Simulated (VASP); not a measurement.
# LiCl (P6_3/mmc) in VASP: settings compared, part 3 of 3

VASP 6.6.1. Earlier steps stand in the parts before.

### 4 Single point, r2SCAN (volume changed by +6%)

The input, POSCAR:

```
LiCl
1.0
    3.6450634526      0.0000000000      0.0000000000
   -1.8225317263      3.1567175484      0.0000000000
    0.0000000000      0.0000000000      6.1422313078
Li Cl
2 2
Direct
    0.0000000000      0.0000000000      0.0000000000
    0.0000000000      0.0000000000      0.5000000000
    0.3333333333      0.6666666667      0.2500000000
    0.6666666667      0.3333333333      0.7500000000
```

The input, INCAR.step1:

```
SYSTEM = LiCl
ALGO = Normal ; EDIFF = 1E-4
ENCUT = 520 ; GGA = PE
ISMEAR = 0 ; LASPH = .True.
LCHARG = .False. ; LREAL = .False.
LWAVE = .True. ; NBANDS = 18
NELM = 60 ; PREC = Accurate
SIGMA = 0.01
```

The input, INCAR.step2:

```
SYSTEM = LiCl
ALGO = Normal ; EDIFF = 1E-6
ENCUT = 520 ; ISIF = 2
ISMEAR = 0 ; ISTART = 1
LASPH = .True. ; LCHARG = .False.
LMIXTAU = .True. ; LREAL = .False.
LWAVE = .False. ; METAGGA = R2SCAN
NBANDS = 18 ; NELM = 60
PREC = Accurate ; SIGMA = 0.01
```

The input, KPOINTS:

```
k-points
0
Gamma
  6 6 4
  0 0 0
```

Potentials or basis: VASP PAW PBE potentials, release 64 (Li_sv, Cl).

Command:

```bash
$ cat potpaw_PBE.64/Li_sv/POTCAR potpaw_PBE.64/Cl/POTCAR > POTCAR
$ cp INCAR.step1 INCAR
$ mpirun -np 1 vasp_std > vasp.out
$ cp INCAR.step2 INCAR
$ mpirun -np 1 vasp_std > vasp.out
```

OUTCAR:

```text
SYSTEM = LiCl
   EDIFF = 1E-6
   ENCUT = 520
   ISIF = 2
   ISMEAR = 0
   ISTART = 1
   LASPH = .True.
   LREAL = .False.
   METAGGA = R2SCAN
   NELM = 60
   PREC = Accurate

 ion  position               nearest neighbor table
   1  0.000  0.000  0.000-   3 2.61   4 2.61   4 2.61   3 2.61   4 2.61   3 2.61
   2  0.000  0.000  0.500-   3 2.61   4 2.61   4 2.61   3 2.61   4 2.61   3 2.61
   3  0.333  0.667  0.250-   1 2.61   2 2.61   1 2.61   2 2.61   1 2.61   2 2.61
   4  0.667  0.333  0.750-   1 2.61   2 2.61   1 2.61   2 2.61   1 2.61   2 2.61

  LATTYP: Found a hexagonal cell.
 ALAT       =     3.6450634526
 C/A-ratio  =     1.6850821358

  Lattice vectors:

 A1 = (   3.6450634526,   0.0000000000,   0.0000000000)
 A2 = (  -1.8225317263,   3.1567175484,   0.0000000000)
 A3 = (   0.0000000000,   0.0000000000,   6.1422313078)

Analysis of symmetry for initial positions (statically):
=====================================================================
 Subroutine PRICEL returns:
 Original cell was already a primitive cell.

 Routine SETGRP: Setting up the symmetry group for a
 hexagonal supercell.

 Subroutine GETGRP returns: Found 24 space group operations
 (whereof 12 operations were pure point group operations)
 out of a pool of 24 trial point group operations.

The static configuration has the point symmetry D_3d.
 The point group associated with its full space group is D_6h.

Analysis of symmetry for dynamics (positions and initial velocities):
=====================================================================
 Subroutine PRICEL returns:
 Original cell was already a primitive cell.

 Routine SETGRP: Setting up the symmetry group for a
 hexagonal supercell.

 Subroutine GETGRP returns: Found 24 space group operations
 (whereof 12 operations were pure point group operations)
 out of a pool of 24 trial point group operations.

The dynamic configuration has the point symmetry D_3d.
 The point group associated with its full space group is D_6h.

 Subroutine INISYM returns: Found 24 space group operations
 (whereof 12 operations are pure point group operations),
 and found     1 'primitive' translations

----------------------------------------------------------------------------------------

                                     Primitive cell

  volume of cell :      70.6752

  direct lattice vectors                    reciprocal lattice vectors
     3.645063453  0.000000000  0.000000000     0.274343647  0.158392378  0.000000000
    -1.822531726  3.156717548  0.000000000     0.000000000  0.316784757  0.000000000
     0.000000000  0.000000000  6.142231308     0.000000000  0.000000000  0.162807285

  length of vectors
     3.645063453  3.645063453  6.142231308     0.316784757  0.316784757  0.162807285

  position of ions in fractional coordinates (direct lattice)
     0.000000000  0.000000000  0.000000000
     0.000000000  0.000000000  0.500000000
     0.333333333  0.666666667  0.250000000
     0.666666667  0.333333333  0.750000000

  ion indices of the primitive-cell ions
   primitive index   ion index
                 1           1
                 2           2
                 3           3
                 4           4

[... 22 lines left out ...]
 ===========================================

 Found     21 irreducible k-points:

 Following reciprocal coordinates:
            Coordinates               Weight
  0.000000  0.000000  0.000000      1.000000
  0.166667 -0.000000  0.000000      6.000000
  0.333333 -0.000000  0.000000      6.000000
  0.500000 -0.000000  0.000000      3.000000
  0.166667  0.166667  0.000000      6.000000
  0.333333  0.166667  0.000000     12.000000
[... 13 lines left out ...]
  0.333333  0.166667  0.500000     12.000000
  0.333333  0.333333  0.500000      2.000000
   k-points           NKPTS =     21   k-points in BZ     NKDIM =     21   number of bands    NBANDS=     18
   number of dos      NEDOS =    301   number of ions     NIONS =      4
   total plane-waves  NPLWV =  37632
   dimension x,y,z NGX =    28 NGY =   28 NGZ =   48
   dimension x,y,z NGXF=    56 NGYF=   56 NGZF=   96
   ions per type =               2   2
   NGX,Y,Z   is equivalent  to a cutoff of  12.77, 12.77, 12.99 a.u.
   NGXF,Y,Z  is equivalent  to a cutoff of  25.54, 25.54, 25.98 a.u.
 SYSTEM =  LiCl
   PREC   = accura    normal or accurate (medium, high low for compatibility)
   ISTART =      1    job   : 0-new  1-cont  2-samecut
   ICHARG =      0    charge: 1-file 2-atom 10-const
   ISPIN  =      1    spin polarized calculation?
   LNONCOLLINEAR =      F non collinear calculations
   LSORBIT =      F    spin-orbit coupling
   LASPH  =      T    aspherical Exc in radial PAW
   ENCUT  =  520.0 eV  38.22 Ry    6.18 a.u.   6.78  6.78 11.42*2*pi/ulx,y,z
   NELM   =     60;   NELMIN=  2; NELMDL=  0     # of ELM steps
   EDIFF  = 0.1E-05   stopping-criterion for ELM
   LREAL  =      F    real-space projection
   EDIFFG = 0.1E-04   stopping-criterion for IOM
   NSW    =      0    number of steps for IOM
   IBRION =     -1    ionic relax: 0-MD 1-quasi-New 2-CG
   NFREE  =      0    steps in history (QN), initial steepest desc. (CG)
   ISIF   =      2    stress and relaxation
   ISYM   =      2    0-nonsym 1-usesym 2-fastsym
   POTIM  = 0.5000    time-step for ionic-motion
   TEBEG  =    0.0;   TEEND  =   0.0 temperature during run
   PSTRESS=    0.0 pullay stress
   NELECT =      20.0000    total number of electrons
   NUPDOWN=      -1.0000    fix difference up-down
   EMIN   =  10.00;   EMAX   =-10.00  energy-range for DOS
   EFERMI =   0.00;   METHOD = LEGACY
   ISMEAR =     0;   SIGMA  =   0.01  broadening in eV -4-tet -1-fermi 0-gaus
   EFERMI_NEDOS =   21; number of points for ismear=-14 and -15
   IALGO  =     38    algorithm
   IMIX   =      4    mixing-type and parameters
     AMIX     =   0.40;   BMIX     =  1.00
     AMIX_MAG =   1.60;   BMIX_MAG =  1.00
  volume/ion in A,a.u.               =      17.67       119.23
  Fermi-wavevector in a.u.,A,eV,Ry     =   1.074804  2.031085 15.717492  1.155203
  Thomas-Fermi vector in A             =   2.210642
   LORBIT       =      0    0 simple, 1 ext, 2 COOP (PROOUT), +10 PAW based schemes
   METAGGA = R2SCAN    functional components
   LHFCALC =     F    Hartree Fock is set to
   AEXX    =    0.0000 exact exchange contribution
   IVDW    =     0    specifies the selected vdW correction
   LEPSILON=     F    determine dielectric tensor
   LRPA    =     F    only Hartree local field effects (RPA)
 non-spin polarized calculation
 Gauss-broadening in eV      SIGMA  =   0.01
  energy-cutoff  :      520.00
  volume of cell :       70.68
 maximum number of plane-waves:      1922
 NGX is ok and might be reduce to    28
   NGX = 13   NGY = 13   NGZ = 23

 number of electron      19.9999993 magnetization

 Free energy of the ion-electron system (eV)
  ---------------------------------------------------
  ext. energy  EPLUGINS =         0.00000000
  ---------------------------------------------------
  free energy    TOTEN  =       -25.07359124 eV

  energy without entropy =      -25.07359124  energy(sigma->0) =      -25.07359124

 E-fermi :  -0.0059     XC(G=0):  -8.9512

 val. band max:       -0.1103251072   @ k =   0.0000   0.0000   0.0000
 cond. band min:       6.8515820550   @ k =   0.0000   0.0000   0.0000
 fundamental gap:      6.9619071622
 Fermi energy:        -0.0059131774

 k-point     1 :       0.0000    0.0000    0.0000
  band No.  band energies     occupation
      1     -45.0814      2.00000
      2     -45.0760      2.00000
      3     -13.9848      2.00000
      4     -13.5150      2.00000
      5      -2.8390      2.00000
      6      -0.3146      2.00000
[... 418 lines left out ...]
      5      -2.4216      2.00000
      6      -2.4216      2.00000
[... 10 lines left out ...]
     17      12.0231      0.00000
     18      12.0231      0.00000

------------------------ aborting loop because EDIFF is reached ----------------------------------------

  FORCE on cell =-STRESS in cart. coord.  units (eV):
  Direction    XX          YY          ZZ          XY          YZ          ZX
  --------------------------------------------------------------------------------------
  -------------------------------------------------------------------------------------
  Total       -0.9645913     -0.9645913     -0.9827897      0.0000000     -0.0000000      0.0000000
  in kB      -21.8668848    -21.8668848    -22.2794356      0.0000000     -0.0000000      0.0000000
  external PRESSURE =     -22.0044017 kB  Pullay stress =       0.0000000 kB

 VOLUME and BASIS-vectors are now :
 -----------------------------------------------------------------------------
  energy-cutoff  :      520.00
  volume of cell :       70.68
      direct lattice vectors                 reciprocal lattice vectors
     3.645063453  0.000000000  0.000000000     0.274343647  0.158392378  0.000000000
    -1.822531726  3.156717548  0.000000000     0.000000000  0.316784757  0.000000000
     0.000000000  0.000000000  6.142231308     0.000000000  0.000000000  0.162807285

 POSITION                                       TOTAL-FORCE (eV/Angst)
 -----------------------------------------------------------------------------------
      0.00000      0.00000      0.00000        -0.000000     -0.000000     -0.000000
      0.00000      0.00000      3.07112        -0.000000     -0.000000     -0.000000
     -0.00000      2.10448      1.53556         0.000000      0.000000      0.000000
      1.82253      1.05224      4.60667         0.000000      0.000000      0.000000
 -----------------------------------------------------------------------------------
    total drift:                                0.000000     -0.000000     -0.000000

  FREE ENERGIE OF THE ION-ELECTRON SYSTEM (eV)
  ---------------------------------------------------
  free  energy   TOTEN  =       -25.0735912389 eV

  energy  without entropy=      -25.0735912389  energy(sigma->0) =      -25.07359124
```

Wall time 64 s (1 thread of Intel Xeon Platinum 8559C (Emerald Rapids), shared host); peak memory 0.19 GiB.

Results:

* Free energy: -25.0736 eV
* Band gap on the k mesh: 6.96 eV, direct

Caveat: the cutoff is under 1.25 times the usual one of these potentials, so pressure, stress and relaxed cells hold a basis-set (Pulay) error; the PAW data sets were made with another functional, which shifts forces and pressure a little.

### 5 Single point, PBE

The input, INCAR:

```
PREC = Accurate
ENCUT = 520
EDIFF = 1E-6
ISMEAR = 0
SIGMA = 0.01
LREAL = False
LASPH = True
NELM = 100
ALGO = Normal
ISIF = 2
LWAVE = False
LCHARG = False
GGA = PE
NBANDS = 18
```

The input, KPOINTS:

```
regular mesh
0
Gamma
  12 12 4
```

The input, POSCAR:

```
LiCl
1.0
    3.5749486202      0.0000000000      0.0000000000
   -1.7874743101      3.0959963223      0.0000000000
    0.0000000000      0.0000000000      6.0240820561
Li Cl
2 2
Direct
    0.0000000000      0.0000000000      0.0000000000
    0.0000000000      0.0000000000      0.5000000000
    0.3333333333      0.6666666667      0.2500000000
    0.6666666667      0.3333333333      0.7500000000
```

Command:

```bash
$ cat potpaw_PBE.64/Li_sv/POTCAR potpaw_PBE.64/Cl/POTCAR > POTCAR
$ mpirun -np 1 vasp_std > vasp.out
```

It took 28 s on 1 thread of Intel Xeon Platinum 8559C (Emerald Rapids), shared host; peak memory 0.2 GiB.

The run converged. Its results:

```
Free energy            : -14.7088 eV
Band gap on the k mesh : 6.36 eV, indirect (the least direct gap lies 4.1 meV higher)
```

Levels at points of the mesh, in eV from the valence-band top:
| k point | band 8 | band 9 | band 10 | band 11 | band 12 | band 13 |
| --- | --- | --- | --- | --- | --- | --- |
| (0.00, 0.00, 0.00) | -0.18 | 0.00 | 0.00 | 6.36 | 6.76 | 10.31 |
| (0.50, 0.00, 0.00) | -1.08 | -0.76 | -0.30 | 7.13 | 8.22 | 8.85 |
| (0.00, 0.00, 0.50) | -0.11 | -0.11 | -0.11 | 7.20 | 7.20 | 10.51 |
| (0.50, 0.00, 0.50) | -0.93 | -0.72 | -0.72 | 7.55 | 7.55 | 8.69 |

Caveat: the cutoff is under 1.25 times the usual one of these potentials, so pressure, stress and relaxed cells hold a basis-set (Pulay) error.

### 6 Single point, r2SCAN

POSCAR is that of step 5.

The input, INCAR.step1:

```
ALGO     = Normal         # electronic algorithm
EDIFF    = 1E-4           # SCF threshold, eV
ENCUT    = 520            # plane-wave cutoff, eV
GGA      = PE             # functional
ISMEAR   = 0              # smearing method
LASPH    = T              # aspherical terms in the spheres
LCHARG   = F              # write CHGCAR
LREAL    = F              # projectors in reciprocal space
LWAVE    = T              # write WAVECAR
NBANDS   = 18             # bands
NELM     = 60             # most SCF steps
PREC     = Accurate       # precision mode
SIGMA    = 0.01           # smearing width, eV
```

The input, INCAR.step2:

```
ALGO     = Normal         # electronic algorithm
EDIFF    = 1E-6           # SCF threshold, eV
ENCUT    = 520            # plane-wave cutoff, eV
ISIF     = 2              # what is computed and relaxed
ISMEAR   = 0              # smearing method
ISTART   = 1            
LASPH    = T              # aspherical terms in the spheres
LCHARG   = F              # write CHGCAR
LMIXTAU  = T            
LREAL    = F              # projectors in reciprocal space
LWAVE    = F              # write WAVECAR
METAGGA  = R2SCAN         # meta-GGA
NBANDS   = 18             # bands
NELM     = 60             # most SCF steps
PREC     = Accurate       # precision mode
SIGMA    = 0.01           # smearing width, eV
```

The input, KPOINTS:

```
k-points
0
Gamma
  12 12 4
```

Potentials or basis: VASP PAW PBE potentials, release 64 (Li_sv, Cl).

Command:

```bash
$ cat potpaw_PBE.64/Li_sv/POTCAR potpaw_PBE.64/Cl/POTCAR > POTCAR
$ cp INCAR.step1 INCAR
$ mpirun -np 1 vasp_std > vasp.out
$ cp INCAR.step2 INCAR
$ mpirun -np 1 vasp_std > vasp.out
```

Run time: 2.1 min. Hardware: 1 thread of Intel Xeon Platinum 8559C (Emerald Rapids), shared host; peak memory 0.22 GiB.

It converged, with:

| Quantity | Value |
| --- | --- |
| Free energy | -25.1071 eV |
| Band gap on the k mesh | 7.33 eV, indirect (the least direct gap lies 0.7 meV higher) |

Levels at points of the mesh, in eV from the valence-band top:
| k point | band 6 | band 7 | band 8 | band 9 | band 10 | band 11 | band 12 | band 13 | band 14 | band 15 |
| --- | --- | --- | --- | --- | --- | --- | --- | --- | --- | --- |
| (0.00, 0.00, 0.00) | -0.23 | -0.23 | -0.18 | 0.00 | 0.00 | 7.33 | 7.57 | 11.15 | 11.15 | 11.96 |
| (0.50, 0.00, 0.00) | -2.58 | -1.95 | -1.10 | -0.78 | -0.32 | 7.94 | 8.94 | 9.70 | 10.36 | 10.90 |
| (0.00, 0.00, 0.50) | -1.74 | -0.11 | -0.11 | -0.11 | -0.11 | 8.10 | 8.10 | 11.33 | 11.33 | 11.33 |
| (0.50, 0.00, 0.50) | -2.96 | -0.95 | -0.95 | -0.74 | -0.74 | 8.37 | 8.37 | 9.41 | 9.41 | 12.22 |

Caveat: the cutoff is under 1.25 times the usual one of these potentials, so pressure, stress and relaxed cells hold a basis-set (Pulay) error; the PAW data sets were made with another functional, which shifts forces and pressure a little.

### 7 Summary

| level | cell | k mesh | gap on the mesh (eV) |
| --- | --- | --- | --- |
| r2SCAN | a = 3.575, b = 3.575, c = 6.024 Å, angles 90.0, 90.0, 120.0°, 4 atoms | 6 × 6 × 4 | 7.33 |
| r2SCAN | a = 3.610, b = 3.610, c = 6.084 Å, angles 90.0, 90.0, 120.0°, 4 atoms | 6 × 6 × 4 | 7.14 |
| r2SCAN | a = 3.645, b = 3.645, c = 6.142 Å, angles 90.0, 90.0, 120.0°, 4 atoms | 6 × 6 × 4 | 6.96 |
| PBE | a = 3.575, b = 3.575, c = 6.024 Å, angles 90.0, 90.0, 120.0°, 4 atoms | 12 × 12 × 4 | 6.36 |
| r2SCAN | a = 3.575, b = 3.575, c = 6.024 Å, angles 90.0, 90.0, 120.0°, 4 atoms | 12 × 12 × 4 | 7.33 |

Alike in all rows: task single point; potentials or basis VASP PAW PBE potentials, release 64 (Li_sv, Cl); no spin polarisation; cutoff (eV) 520; smearing gaussian 0.01 eV.

On the cell as given the gap runs from 6.36 eV (PBE) to 7.33 eV (r2SCAN); the meshes differ, which moves gaps too.

Caveats: the cutoff is under 1.25 times the usual one of these potentials, so pressure, stress and relaxed cells hold a basis-set (Pulay) error; the PAW data sets were made with another functional, which shifts forces and pressure a little (some runs).

Total energies depend on the potentials used, so only differences within one code and one set of settings carry meaning.
